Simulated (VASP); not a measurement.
## Zn36HO36 (a cell with a defect): single point with PBE

System: Zn36HO36 (a cell with a defect).

```
Zn O H
1.0
     9.83843    0.00000    0.00000
    -4.91921    8.52033    0.00000
     0.00000    0.00000   10.58753
Zn O H
36 36 1
Direct
  0.07291 0.26042 0.27948
  0.11113 0.22220 0.75013
  0.11063 0.56353 0.25000
  0.11006 0.55569 0.75221
  0.10518 0.87678 0.25289
  0.10965 0.88553 0.74539
  0.45655 0.22815 0.25289
  0.44780 0.22369 0.74539
  0.44492 0.55636 0.25190
  0.44647 0.55655 0.75283
  0.44546 0.88788 0.25075
  0.44496 0.88837 0.74970
  0.76980 0.22271 0.25000
  0.77764 0.22328 0.75221
  0.77673 0.55660 0.25005
  0.77803 0.55531 0.75047
  0.77698 0.88842 0.25190
  0.77678 0.88686 0.75283
  0.22206 0.11127 0.50076
  0.22755 0.10578 0.97709
  0.22707 0.45272 0.50865
  0.22218 0.44227 0.99915
  0.22291 0.77820 0.50043
  0.22358 0.77604 0.99771
  0.55513 0.11043 0.50043
  0.55729 0.10975 0.99771
  0.55632 0.44609 0.50071
  0.55645 0.44428 0.99921
  0.55537 0.77796 0.50144
  0.55595 0.77739 0.00099
  0.88061 0.10627 0.50865
  0.89107 0.11116 0.99915
  0.88847 0.44487 0.50108
  0.88889 0.44444 0.00029
  0.88724 0.77701 0.50071
  0.88905 0.77688 0.99921
  0.23554 0.09779 0.17524
  0.22252 0.11081 0.68973
  0.22062 0.44561 0.19061
  0.22318 0.44539 0.69467
  0.22435 0.77976 0.18740
  0.22289 0.77641 0.68838
  0.55357 0.10899 0.18740
  0.55692 0.11044 0.68838
  0.55434 0.44462 0.18901
  0.55632 0.44584 0.68880
  0.55600 0.77733 0.19018
  0.55601 0.77732 0.69000
  0.88772 0.11272 0.19061
  0.88794 0.11015 0.69467
  0.88848 0.44485 0.19025
  0.88905 0.44429 0.68960
  0.88871 0.77900 0.18901
  0.88750 0.77702 0.68880
  0.10801 0.22532 0.44992
  0.11374 0.21959 0.94119
  0.11096 0.55508 0.43873
  0.11104 0.55323 0.94106
  0.11091 0.88994 0.43910
  0.10941 0.88269 0.93484
  0.44340 0.22243 0.43910
  0.45064 0.22393 0.93484
  0.44384 0.55568 0.44010
  0.44443 0.55480 0.94182
  0.44438 0.88896 0.43910
  0.44524 0.88809 0.93877
  0.77825 0.22237 0.43873
  0.78010 0.22229 0.94106
  0.77773 0.55561 0.43857
  0.77823 0.55510 0.93964
  0.77766 0.88950 0.44010
  0.77853 0.88890 0.94182
  0.17903 0.15430 0.18662
```

```json
{
  "Program": "VASP 6.6.1",
  "Task": "single point",
  "Functional": "PBE",
  "Potentials or basis": "VASP PAW PBE potentials, release 64 (Zn, O, H)",
  "Cutoff": "520 eV",
  "k mesh": "1 × 1 × 1",
  "Occupations": "gaussian, width 0.02 eV",
  "Spin": "no spin polarisation",
  "Dipole correction": "no",
  "Charge": "1",
  "Further INCAR settings": "LREAL = Auto; ALGO = Normal; EDIFF = 1e-06; NBANDS = 366; NELECT = 648.0"
}
```

| Item | Value |
| --- | --- |
| Largest force | 0.136 eV/Å |

Forces on the atoms (eV/Å):
```
Zn   0.001 -0.001 -0.003
Zn   0.002 -0.001  0.003
Zn   0.000 -0.007 -0.001
Zn  -0.002  0.002  0.001
Zn   0.001  0.023 -0.006
Zn   0.000  0.006 -0.001
Zn  -0.019 -0.012 -0.006
Zn  -0.005 -0.003 -0.001
Zn  -0.001 -0.001 -0.007
Zn   0.000  0.001  0.002
Zn  -0.002  0.001 -0.004
Zn  -0.002  0.001  0.000
Zn   0.006  0.004 -0.001
Zn  -0.003  0.001  0.001
Zn   0.000  0.000 -0.005
Zn   0.000  0.000  0.000
Zn   0.001  0.002 -0.007
Zn   0.000  0.000  0.002
Zn  -0.005  0.003 -0.005
Zn  -0.003  0.001  0.014
Zn  -0.002  0.000 -0.007
Zn  -0.001 -0.001  0.006
Zn  -0.004  0.000 -0.007
Zn  -0.002  0.001  0.003
Zn  -0.002  0.003 -0.007
Zn  -0.002  0.001  0.003
Zn   0.001 -0.003 -0.005
Zn   0.000 -0.003  0.002
Zn  -0.002  0.001 -0.003
Zn  -0.002  0.001 -0.003
Zn  -0.001  0.002 -0.007
Zn   0.000  0.001  0.006
Zn   0.000  0.000 -0.002
Zn  -0.001  0.000  0.000
Zn   0.003  0.001 -0.005
Zn   0.003  0.001  0.002
O    0.088 -0.051 -0.007
O    0.001 -0.001  0.007
O    0.023  0.026 -0.027
O    0.000  0.000  0.016
O    0.014  0.012 -0.014
O    0.005 -0.006  0.003
O   -0.003 -0.019 -0.014
O    0.008 -0.001  0.003
O   -0.005  0.009 -0.008
O    0.000  0.005  0.003
O    0.000  0.000 -0.003
O    0.000  0.000  0.001
O   -0.011 -0.033 -0.027
O    0.000  0.000  0.016
O    0.001 -0.001 -0.002
O    0.000  0.000  0.000
O   -0.010  0.000 -0.008
O   -0.004 -0.003  0.003
O    0.027 -0.015  0.045
O   -0.002  0.001  0.007
O    0.001 -0.003  0.002
O    0.002 -0.003  0.004
O   -0.003 -0.001  0.010
O   -0.004 -0.018  0.001
O   -0.001  0.003  0.010
O    0.014  0.013  0.001
O    0.001  0.000 -0.001
O   -0.001  0.002  0.002
O    0.002 -0.001  0.003
O    0.004 -0.002  0.001
O    0.003  0.001  0.002
O    0.003  0.000  0.004
O    0.004 -0.002  0.002
O    0.004 -0.002 -0.001
O    0.000  0.000 -0.001
O   -0.002  0.000  0.002
H   -0.118  0.068  0.012
```

Levels at points of the mesh, in eV from the Fermi level:
| k point | band 322 | band 323 | band 324 | band 325 | band 326 | band 327 |
| --- | --- | --- | --- | --- | --- | --- |
| (0.00, 0.00, 0.00) | -0.25 | -0.16 | -0.16 | 0.51 | 3.06 | 3.15 |

It took 14 min on 1 thread of AMD EPYC 7R43 64-Core Processor (Zen 3), on a shared host, peak memory 0.96 GiB.

Caveat: the k points lie up to 0.74 Å⁻¹ apart; the cell carries a net charge on a neutralising background, which shifts energy and pressure; the cell is charged against a uniform background, so pressure and absolute levels hang on convention.
